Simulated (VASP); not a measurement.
PbS, 2 atoms in the cell. It takes space group Fm-3m (No. 225, cubic). Conventional cell: a = 5.940 Å, b = 5.940 Å, c = 5.940 Å, α = 90.00°, β = 90.00°, γ = 90.00°. Within 3.9 Å of Pb (site symmetry m-3m) lie 6 S at 2.97 Å. S (site symmetry m-3m) has 6 Pb at 2.97 Å within 3.9 Å. 

| Item | Value |
| --- | --- |
| Program | VASP 6.6.1 |
| Task | single point |
| Functional | revPBE |
| Dispersion | D4 |
| Potentials or basis | VASP PAW PBE potentials, release 64 (Pb_d, S) |
| Cutoff | 520 eV |
| k mesh | 8 × 8 × 8 |
| Occupations | fermi-dirac, width 0.05 eV |
| Spin | no spin polarisation |
| Dipole correction | no |
| Further INCAR settings | ALGO = Normal; EDIFF = 1e-06; NBANDS = 17 |

Potentials or basis: VASP PAW PBE potentials, release 64 (Pb_d, S).

Launch:

```bash
$ cat potpaw_PBE.64/Pb_d/POTCAR potpaw_PBE.64/S/POTCAR > POTCAR
$ mpirun -np 1 vasp_std > vasp.out
```

Hardware: 1 thread of Intel(R) Xeon(R) Platinum 8488C (Sapphire Rapids), with other jobs on the host.

How long does it take, and how much memory?

Run time: 15 s on 1 thread of Intel(R) Xeon(R) Platinum 8488C (Sapphire Rapids), on a shared host, peak memory 0.18 GiB. Counts: scf iterations 13, k points 29.
